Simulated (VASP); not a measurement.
Set up this calculation in VASP 6.6.1, as the native input.

| Property | Result |
| --- | --- |
| Task | relaxation of shape and atoms at fixed volume |
| Functional | PBEsol |
| Potentials or basis | VASP PAW PBE potentials, release 64 (Zn, O) |
| Cutoff | 600 eV |
| k mesh | 8 × 8 × 6 |
| Occupations | gaussian, width 0.05 eV |
| Spin | no spin polarisation |
| Dipole correction | no |
| Further INCAR settings | ALGO = Normal; EDIFF = 1e-07; IBRION = 2; EDIFFG = -0.01; NSW = 60; ISIF = 4 |

The structure of ZnO lies in POSCAR:

```
ZnO
1.0
    3.2317480164      0.0000000000      0.0000000000
   -1.6158740082      2.7987758809      0.0000000000
    0.0000000000      0.0000000000      5.2111393254
Zn O
2 2
Direct
    0.3333333333      0.6666666667      0.0014489168
    0.6666666667      0.3333333333      0.5014489168
    0.3333333333      0.6666666667      0.3806510832
    0.6666666667      0.3333333333      0.8806510832
```

One way to write it, as run:

INCAR

```
  PREC = Accurate
  ENCUT = 600
  EDIFF = 1E-7
  ISMEAR = 0
  SIGMA = 0.05
  LREAL = F
  LASPH = T
  NELM = 100
  ALGO = Normal
  ISIF = 4
  LWAVE = F
  LCHARG = F
  GGA = PS
  IBRION = 2
  NSW = 60
  EDIFFG = -0.01
```

KPOINTS

```
regular mesh
0
Gamma
  8 8 6
```

Potentials or basis: VASP PAW PBE potentials, release 64 (Zn, O).

Launch:

```console
$ cat potpaw_PBE.64/Zn/POTCAR potpaw_PBE.64/O/POTCAR > POTCAR
$ mpirun -np 1 vasp_std > vasp.out
```

Results of the run:

The pressure after relaxing is 0.8 GPa and the band gap on the k mesh is 0.69 eV, direct.

Caveat: the relaxation stopped at its first step, so nothing moved; the PAW data sets were made with another functional, which shifts forces and pressure a little.

Run time: 27 s on 1 thread of Intel(R) Xeon(R) 6975P-C (Granite Rapids), on a shared host, peak memory 0.19 GiB.
